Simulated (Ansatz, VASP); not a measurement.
## One calculation of Sr, two programs

INCAR

```
PREC = Accurate
ENCUT = 520
EDIFF = 1E-7
ISMEAR = 0
SIGMA = 0.05
LREAL = F
LASPH = T
NELM = 80
ALGO = Fast
ISIF = 2
LWAVE = F
LCHARG = T
GGA = PS
LELF = T
LVHAR = T
NBANDS = 11
```

KPOINTS

```
Automatic mesh
0
Gamma
  10 10 10
```

File POSCAR:

```
Sr
1.0
    0.0000000000      3.1197778075      3.1197778075
    3.1197778075      0.0000000000      3.1197778075
    3.1197778075      3.1197778075      0.0000000000
Sr
1
Direct
    0.0000000000      0.0000000000      0.0000000000
```

Input for Ansatz:

```yaml
crystal:
  lattice:
    - [0.0, 3.1197778075, 3.1197778075]
    - [3.1197778075, 0.0, 3.1197778075]
    - [3.1197778075, 3.1197778075, 0.0]
  atoms:
    - { symbol: Sr, position: [0.0, 0.0, 0.0] }
basis:
  ecutwfc: 420
kpoints:
  mp_grid: { grid: [10, 10, 10] }
hamiltonian:
  xc: pbesol
scf:
  occupations: { method: gaussian, width: 0.05 }
output:
  forces: true
  stress: true
  eigenvalues: true
```

Alike in both runs: task single point; functional PBEsol; k mesh 10 × 10 × 10; occupations gaussian, width 0.05 eV; no spin polarisation.

|  | VASP | Ansatz |
| --- | --- | --- |
| version | VASP 6.6.1 | Ansatz 0.2.0 |
| potentials or method | VASP PAW PBE potentials, release 64 (Sr_sv), cutoff 520 eV | scalar-relativistic, plane waves, PAW |
| valence electrons in the cell | 10 | 10 |

|  | VASP | Ansatz | Ansatz less VASP |
| --- | --- | --- | --- |
| gap on the k mesh at the Fermi level (eV) | none | none | - |
| pressure (GPa) | -1.5 | -1.5 | 0.00 |

VASP's potentials were made for PBE, not for PBEsol. A gap of «none» marks a metal or a gap that the smearing closes. The functional is the same, so the differences come from potentials, cutoffs and numerics.
